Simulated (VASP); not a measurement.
Wanted: the native input for a VASP 6.6.1 run.

* Task: single point
* Functional: PBE
* Dispersion: D3(BJ)
* Potentials or basis: VASP PAW PBE potentials, release 64 (C, S)
* Cutoff: 520 eV
* k mesh: 6 × 6 × 12
* Occupations: gaussian, width 0.1 eV
* Spin: no spin polarisation
* Dipole correction: no
* Further INCAR settings: ALGO = Normal; EDIFF = 1e-07; NBANDS = 32

The structure of CS3 lies in POSCAR:

```
CS3
1.0
    6.4722605569      0.0000000000      0.0000000000
   -3.2361302784      5.6051420621      0.0000000000
    0.0000000000      0.0000000000      3.0208214973
C S
2 6
Direct
    0.6666666667      0.3333333333      0.2500000000
    0.3333333333      0.6666666667      0.7500000000
    0.1909990320      0.3819980640      0.2500000000
    0.6180019360      0.8090009680      0.2500000000
    0.1909990320      0.8090009680      0.2500000000
    0.8090009680      0.1909990320      0.7500000000
    0.3819980640      0.1909990320      0.7500000000
    0.8090009680      0.6180019360      0.7500000000
```

These files were run (other wordings do the same):

INCAR

```
PREC     = Accurate       # precision mode
ENCUT    = 520            # plane-wave cutoff, eV
EDIFF    = 1E-7           # SCF threshold, eV
ISMEAR   = 0              # smearing method
SIGMA    = 0.1            # smearing width, eV
LREAL    = F              # projectors in reciprocal space
LASPH    = T              # aspherical terms in the spheres
NELM     = 80             # most SCF steps
ALGO     = Normal         # electronic algorithm
ISIF     = 2              # what is computed and relaxed
LWAVE    = F              # write WAVECAR
LCHARG   = F              # write CHGCAR
GGA      = PE             # functional
IVDW     = 12             # dispersion correction
NBANDS   = 32             # bands
```

KPOINTS

```
Automatic mesh
0
Gamma
  6 6 12
```

Potentials or basis: VASP PAW PBE potentials, release 64 (C, S).

The run is started by

```console
$ cat potpaw_PBE.64/C/POTCAR potpaw_PBE.64/S/POTCAR > POTCAR
$ mpirun -np 1 vasp_std > vasp.out
```

Results of the run:

```json
{
  "Pressure": "-0.2 GPa",
  "Largest force": "0.016 eV/Å",
  "Band gap on the k mesh": "zero (band 22 reaches 8.72 eV, above the bottom of band 23 at 6.56 eV)",
  "Dispersion energy per atom": "-0.324 eV"
}
```

Caveat: pairwise dispersion overbinds metals, which lowers pressure and volume.

It took 3.9 min on 1 thread of Intel(R) Xeon(R) Platinum 8259CL CPU @ 2.50GHz (Skylake/Cascade Lake), with other jobs on the host, peak memory 0.3 GiB.
